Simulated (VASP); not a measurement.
# MgB2 (P6/mmm) in VASP: a series of runs

MgB2 is run at these levels: LDA; tasks: single point.

Everything below comes from runs of VASP 6.6.1. Logs are shortened: lines on timing, memory, paths and dates and some standing lists are left out, and cuts for length are marked.

## (1) The cell of the first run

It takes space group P6/mmm (No. 191, hexagonal). The conventional cell has a = 3.022 Å, b = 3.022 Å, c = 3.451 Å, α = 90.00°, β = 90.00°, γ = 120.00°. Within 3.2 Å of Mg (site symmetry 6/mmm) lie 12 B at 2.45 Å and 6 Mg at 3.02 Å. Within 2.3 Å of B (site symmetry -6m2) lie 3 B at 1.74 Å.

## (2) Single point, LDA (volume scaled by 0.94)

The input, INCAR:

```
SYSTEM = MgB2
PREC     = Accurate       ! precision mode
ENCUT    = 520            ! plane-wave cutoff, eV
EDIFF    = 1E-6           ! SCF threshold, eV
ISMEAR   = -1             ! smearing method
SIGMA    = 0.05           ! smearing width, eV
LREAL    = .False.        ! projectors in reciprocal space
LASPH    = .True.         ! aspherical terms in the spheres
NELM     = 80             ! most SCF steps
ALGO     = Normal         ! electronic algorithm
ISIF     = 2              ! what is computed and relaxed
LWAVE    = .False.        ! write WAVECAR
LCHARG   = .False.        ! write CHGCAR
GGA      = CA             ! functional
NBANDS   = 11             ! bands
```

The input, KPOINTS:

```
Automatic mesh
0
Gamma
  12 12 9
  0 0 0
```

The input, POSCAR:

```
MgB2
1.0
    3.0220238365      0.0000000000      0.0000000000
   -1.5110119183      2.6171494133      0.0000000000
    0.0000000000      0.0000000000      3.4510818610
Mg B
1 2
Direct
    0.0000000000      0.0000000000      0.0000000000
    0.3333333333      0.6666666667      0.5000000000
    0.6666666667      0.3333333333      0.5000000000
```

Potentials or basis: VASP PAW LDA potentials, release 64 (Mg, B).

Started as:

```bash
$ cat potpaw_LDA.64/Mg/POTCAR potpaw_LDA.64/B/POTCAR > POTCAR
$ mpirun -np 1 vasp_std > vasp.out
```

OUTCAR:

```text
SYSTEM = MgB2
   PREC = Accurate
   ENCUT = 520
   EDIFF = 1E-6
   ISMEAR = -1
   LREAL = .False.
   LASPH = .True.
   NELM = 80
   ISIF = 2
   GGA = CA

 ion  position               nearest neighbor table
   1  0.000  0.000  0.000-   2 2.45   3 2.45   2 2.45   3 2.45   3 2.45   3 2.45   2 2.45   2 2.45
                             3 2.45   3 2.45   2 2.45   2 2.45
   2  0.333  0.667  0.500-   3 1.74   3 1.74   3 1.74   1 2.45   1 2.45   1 2.45   1 2.45   1 2.45
                             1 2.45
   3  0.667  0.333  0.500-   2 1.74   2 1.74   2 1.74   1 2.45   1 2.45   1 2.45   1 2.45   1 2.45
                             1 2.45

  LATTYP: Found a hexagonal cell.
 ALAT       =     3.0220238365
 C/A-ratio  =     1.1419770484

  Lattice vectors:

 A1 = (   3.0220238365,   0.0000000000,   0.0000000000)
 A2 = (  -1.5110119183,   2.6171494133,   0.0000000000)
 A3 = (   0.0000000000,   0.0000000000,   3.4510818610)

Analysis of symmetry for initial positions (statically):
=====================================================================
 Subroutine PRICEL returns:
 Original cell was already a primitive cell.

 Routine SETGRP: Setting up the symmetry group for a
 hexagonal supercell.

 Subroutine GETGRP returns: Found 24 space group operations
 (whereof 24 operations were pure point group operations)
 out of a pool of 24 trial point group operations.

The static configuration has the point symmetry D_6h.

Analysis of symmetry for dynamics (positions and initial velocities):
=====================================================================
 Subroutine PRICEL returns:
 Original cell was already a primitive cell.

 Routine SETGRP: Setting up the symmetry group for a
 hexagonal supercell.

 Subroutine GETGRP returns: Found 24 space group operations
 (whereof 24 operations were pure point group operations)
 out of a pool of 24 trial point group operations.

The dynamic configuration has the point symmetry D_6h.

 Subroutine INISYM returns: Found 24 space group operations
 (whereof 24 operations are pure point group operations),
 and found     1 'primitive' translations

----------------------------------------------------------------------------------------

                                     Primitive cell

  volume of cell :      27.2949

  direct lattice vectors                    reciprocal lattice vectors
     3.022023836  0.000000000  0.000000000     0.330904074  0.191047556  0.000000000
    -1.511011918  2.617149413  0.000000000     0.000000000  0.382095113  0.000000000
     0.000000000  0.000000000  3.451081861     0.000000000  0.000000000  0.289764207

  length of vectors
[... 92 lines left out ...]
   POTIM  = 0.5000    time-step for ionic-motion
   TEBEG  =    0.0;   TEEND  =   0.0 temperature during run
   PSTRESS=    0.0 pullay stress
   NELECT =       8.0000    total number of electrons
   NUPDOWN=      -1.0000    fix difference up-down
   EMIN   =  10.00;   EMAX   =-10.00  energy-range for DOS
   EFERMI =   0.00;   METHOD = LEGACY
   ISMEAR =    -1;   SIGMA  =   0.05  broadening in eV -4-tet -1-fermi 0-gaus
   EFERMI_NEDOS =   21; number of points for ismear=-14 and -15
   IALGO  =     38    algorithm
   IMIX   =      4    mixing-type and parameters
     AMIX     =   0.40;   BMIX     =  1.00
     AMIX_MAG =   1.60;   BMIX_MAG =  1.00
  volume/ion in A,a.u.               =       9.10        61.40
  Fermi-wavevector in a.u.,A,eV,Ry     =   1.087454  2.054990 16.089657  1.182556
  Thomas-Fermi vector in A             =   2.223614
   LORBIT       =      0    0 simple, 1 ext, 2 COOP (PROOUT), +10 PAW based schemes
   GGA     = CA    functional components
   LHFCALC =     F    Hartree Fock is set to
   AEXX    =    0.0000 exact exchange contribution
   IVDW    =     0    specifies the selected vdW correction
   LEPSILON=     F    determine dielectric tensor
   LRPA    =     F    only Hartree local field effects (RPA)
 non-spin polarized calculation
  energy-cutoff  :      520.00
  volume of cell :       27.29
 maximum number of plane-waves:       752
 NGX is ok and might be reduce to    24
   NGX = 11   NGY = 11   NGZ = 13

 number of electron       8.0000000 magnetization

 Free energy of the ion-electron system (eV)
  ---------------------------------------------------
  ext. energy  EPLUGINS =         0.00000000
  ---------------------------------------------------
  free energy    TOTEN  =       -17.29204522 eV

  energy without entropy =      -17.28770364  energy(sigma->0) =      -17.28987443

 E-fermi :   5.6296     XC(G=0): -11.3428

 val. band max:        5.6217033378   @ k =   0.0833   0.0000   0.2222
 cond. band min:       5.6413819198   @ k =   0.2500   0.2500   0.4444
 fundamental gap:      0.0196785820
 Fermi energy:         5.6295923523

 k-point     1 :       0.0000    0.0000    0.0000
  band No.  band energies     occupation
      1      -6.9980      2.00000
      2       2.6097      2.00000
      3       6.0544      0.00041
      4       6.0544      0.00041
      5       7.4697      0.00000
      6      12.2018      0.00000
      7      12.2018      0.00000
      8      14.5618      0.00000
      9      16.0226      0.00000
     10      18.8805      0.00000
     11      22.2371      0.00000
[... 309 lines left out ...]
 k-point    24 :       0.3333    0.0000    0.1111
  band No.  band energies     occupation
      1      -4.9338      2.00000
      2       0.5853      2.00000
      3       3.7231      2.00000
      4       3.9117      2.00000
      5       9.5683      0.00000
      6      10.4972      0.00000
      7      11.5475      0.00000
      8      15.4773      0.00000
      9      18.0172      0.00000
     10      18.7983      0.00000
     11      18.8880      0.00000

 [... further k-points ...]
[... 5 lines left out ...]
  --------------------------------------------------------------------------------------
  -------------------------------------------------------------------------------------
  Total        0.3881521      0.3881521     -0.1288076     -0.0000000     -0.0000000      0.0000000
  in kB       22.7840489     22.7840489     -7.5608460     -0.0000000     -0.0000000      0.0000000
  external PRESSURE =      12.6690839 kB  Pullay stress =       0.0000000 kB

 VOLUME and BASIS-vectors are now :
 -----------------------------------------------------------------------------
  energy-cutoff  :      520.00
  volume of cell :       27.29
      direct lattice vectors                 reciprocal lattice vectors
     3.022023836  0.000000000  0.000000000     0.330904074  0.191047556  0.000000000
    -1.511011918  2.617149413  0.000000000     0.000000000  0.382095113  0.000000000
     0.000000000  0.000000000  3.451081861     0.000000000  0.000000000  0.289764207

 POSITION                                       TOTAL-FORCE (eV/Angst)
 -----------------------------------------------------------------------------------
      0.00000      0.00000      0.00000         0.000000      0.000000      0.000000
     -0.00000      1.74477      1.72554        -0.000000     -0.000000      0.000000
      1.51101      0.87238      1.72554         0.000000      0.000000     -0.000000
 -----------------------------------------------------------------------------------
    total drift:                                0.000000     -0.000000     -0.000000

  FREE ENERGIE OF THE ION-ELECTRON SYSTEM (eV)
  ---------------------------------------------------
  free  energy   TOTEN  =       -17.2920452184 eV

  energy  without entropy=      -17.2877036414  energy(sigma->0) =      -17.28987443
```

OSZICAR:

```text
N       E                     dE             d eps       ncg     rms          rms(c)
DAV:   1     0.255919026880E+01    0.25592E+01   -0.40107E+03  2226   0.623E+02
DAV:   2    -0.187759016592E+02   -0.21335E+02   -0.20286E+02  2619   0.110E+02
DAV:   3    -0.192806593251E+02   -0.50476E+00   -0.50309E+00  2718   0.141E+01
DAV:   4    -0.192816291014E+02   -0.96978E-03   -0.96965E-03  2401   0.681E-01
DAV:   5    -0.192816322670E+02   -0.31655E-05   -0.31652E-05  2616   0.407E-02    0.544E+00
DAV:   6    -0.175762781918E+02    0.17054E+01   -0.21679E+00  2374   0.691E+00    0.243E+00
DAV:   7    -0.173022850888E+02    0.27399E+00   -0.11250E+00  2447   0.495E+00    0.704E-01
DAV:   8    -0.173034340604E+02   -0.11490E-02   -0.13881E-01  2326   0.198E+00    0.417E-01
DAV:   9    -0.172923078156E+02    0.11126E-01   -0.24393E-02  2309   0.718E-01    0.759E-02
DAV:  10    -0.172920493532E+02    0.25846E-03   -0.17729E-03  2563   0.227E-01    0.201E-02
DAV:  11    -0.172920459411E+02    0.34121E-05   -0.48200E-05  2324   0.451E-02    0.394E-03
DAV:  12    -0.172920452184E+02    0.72275E-06   -0.58157E-06  2390   0.110E-02
   1 F= -.17292045E+02 E0= -.17289874E+02  d E =-.434158E-02
```

It took 10 s on 1 thread of Intel Xeon Platinum 8488C (Sapphire Rapids), shared host; peak memory 0.15 GiB.

What came out:

```
Free energy            : -17.2920 eV
Pressure               : 1.3 GPa
Band gap on the k mesh : zero (band 4 reaches 7.51 eV, above the bottom of band 5 at 3.65 eV)
```

Stress tensor (GPa, compression positive):
```
 2.28  0.00  0.00
 0.00  2.28  0.00
 0.00  0.00 -0.76
```

Levels at points of the mesh, in eV from the Fermi level:
| k point | band 1 | band 2 | band 3 | band 4 | band 5 | band 6 | band 7 | band 8 |
| --- | --- | --- | --- | --- | --- | --- | --- | --- |
| (0.00, 0.00, 0.00) | -12.63 | -3.02 | 0.42 | 0.42 | 1.84 | 6.57 | 6.57 | 8.93 |
| (0.50, 0.00, 0.00) | -8.55 | -8.00 | -2.21 | 0.22 | 3.23 | 4.09 | 5.65 | 7.63 |

## (3) Single point, LDA (volume scaled by 0.96)

The input, INCAR:

```
ALGO = Normal
EDIFF = 1E-7
ENCUT = 520
ISIF = 2
ISMEAR = -1
LASPH = T
LCHARG = F
LREAL = F
LWAVE = F
NBANDS = 11
NELM = 100
PREC = Accurate
SIGMA = 0.05
```

The input, KPOINTS:

```
k-points
0
Gamma
  12 12 9
```

The input, POSCAR:

```
MgB2
1.0
    3.0433063957      0.0000000000      0.0000000000
   -1.5216531979      2.6355806502      0.0000000000
    0.0000000000      0.0000000000      3.4753860552
Mg B
1 2
Direct
    0.0000000000      0.0000000000      0.0000000000
    0.3333333333      0.6666666667      0.5000000000
    0.6666666667      0.3333333333      0.5000000000
```

Potentials or basis: VASP PAW LDA potentials, release 64 (Mg, B).

Started as:

```bash
$ cat potpaw_LDA.64/Mg/POTCAR potpaw_LDA.64/B/POTCAR > POTCAR
$ mpirun -np 1 vasp_std > vasp.out
```

Run time: 13 s. Hardware: 1 thread of Intel Xeon Platinum 8488C (Sapphire Rapids), shared host; peak memory 0.15 GiB.

Results (log left out):

* Free energy: -17.2905 eV
* Pressure: -2.2 GPa
* Band gap on the k mesh: zero (band 4 reaches 7.33 eV, above the bottom of band 5 at 3.53 eV)

Stress tensor (GPa, compression positive):
```
-1.68  0.00  0.00
 0.00 -1.68  0.00
 0.00  0.00 -3.20
```

Levels at points of the mesh, in eV from the Fermi level:
```csv
k point,band 1,band 2,band 3,band 4,band 5,band 6,band 7,band 8
"(0.00, 0.00, 0.00)",-12.50,-2.98,0.41,0.41,1.79,6.48,6.48,8.70
"(0.50, 0.00, 0.00)",-8.49,-7.91,-2.19,0.23,3.18,4.04,5.55,7.42
```
